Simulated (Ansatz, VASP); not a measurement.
## One calculation of Lu, two programs

The input POSCAR:

```
Lu
1.0
    3.5180521700      0.0000000000      0.0000000000
   -1.7590260900      3.0467225500      0.0000000000
    0.0000000000      0.0000000000      5.4460843400
Lu
2
Direct
    0.3333333300      0.6666666700      0.2500000000
    0.6666666700      0.3333333300      0.7500000000
```

The input INCAR.step1:

```
SYSTEM = Lu
PREC     = Accurate       ! precision mode
ENCUT    = 520            ! plane-wave cutoff, eV
ISMEAR   = 0              ! smearing method
SIGMA    = 0.1            ! smearing width, eV
LREAL    = .False.        ! projectors in reciprocal space
LASPH    = .True.         ! aspherical terms in the spheres
NELM     = 80             ! most SCF steps
NBANDS   = 32             ! bands
GGA      = PE             ! functional
ALGO     = Normal         ! electronic algorithm
EDIFF    = 1E-4           ! SCF threshold, eV
LWAVE    = .True.         ! write WAVECAR
LCHARG   = .False.        ! write CHGCAR
```

File INCAR.step2:

```
SYSTEM = Lu
PREC     = Accurate       ! precision mode
ENCUT    = 520            ! plane-wave cutoff, eV
EDIFF    = 1E-6           ! SCF threshold, eV
ISMEAR   = 0              ! smearing method
SIGMA    = 0.1            ! smearing width, eV
LREAL    = .False.        ! projectors in reciprocal space
LASPH    = .True.         ! aspherical terms in the spheres
NELM     = 80             ! most SCF steps
ALGO     = Normal         ! electronic algorithm
ISIF     = 2              ! what is computed and relaxed
LWAVE    = .False.        ! write WAVECAR
LCHARG   = .False.        ! write CHGCAR
METAGGA  = R2SCAN         ! meta-GGA
LMIXTAU  = .True.       
NBANDS   = 32             ! bands
ISTART   = 1
```

KPOINTS

```
regular mesh
0
Gamma
  6 6 4
  0 0 0
```

Input for Ansatz:

```yaml
crystal:
  lattice:
    - [3.51805217, 0.0, 0.0]
    - [-1.75902609, 3.04672255, 0.0]
    - [0.0, 0.0, 5.44608434]
  atoms:
    - { symbol: Lu, position: [0.33333333, 0.66666667, 0.25] }
    - { symbol: Lu, position: [0.66666667, 0.33333333, 0.75] }
basis:
  ecutwfc: 600.0
kpoints:
  mp_grid: { grid: [6, 6, 4] }
hamiltonian:
  xc: r2scan
  pseudopotentials: { kind: paw, azcp: { folder: soft_1 } }
scf:
  occupations: { method: gaussian, width: 0.1 }
output:
  forces: true
  stress: true
  eigenvalues: true
```

Alike in both runs: task single point; functional r2SCAN; k mesh 6 × 6 × 4; occupations gaussian, width 0.1 eV; no spin polarisation.

|  | VASP | Ansatz |
| --- | --- | --- |
| version | VASP 6.6.1 | Ansatz 0.2.0 |
| potentials or method | VASP PAW PBE potentials, release 64 (Lu), cutoff 520 eV | scalar-relativistic, plane waves, PAW |
| valence electrons in the cell | 50 | 50 |

Ansatz gave:

| Quantity | Value |
| --- | --- |
| gap on the k mesh at the Fermi level (eV) | none |
| pressure (GPa) | -0.6 |
| traceless stress, the component that is largest in VASP (GPa) | -0.24 |

Q: Which values does VASP return?

A: gap on the k mesh at the Fermi level (eV): none; pressure (GPa): -0.3; traceless stress, the component that is largest in VASP (GPa): -0.16.

VASP's potentials were made for PBE, not for r2SCAN. A gap of «none» marks a metal or a gap that the smearing closes.

Spin-orbit coupling is off throughout.
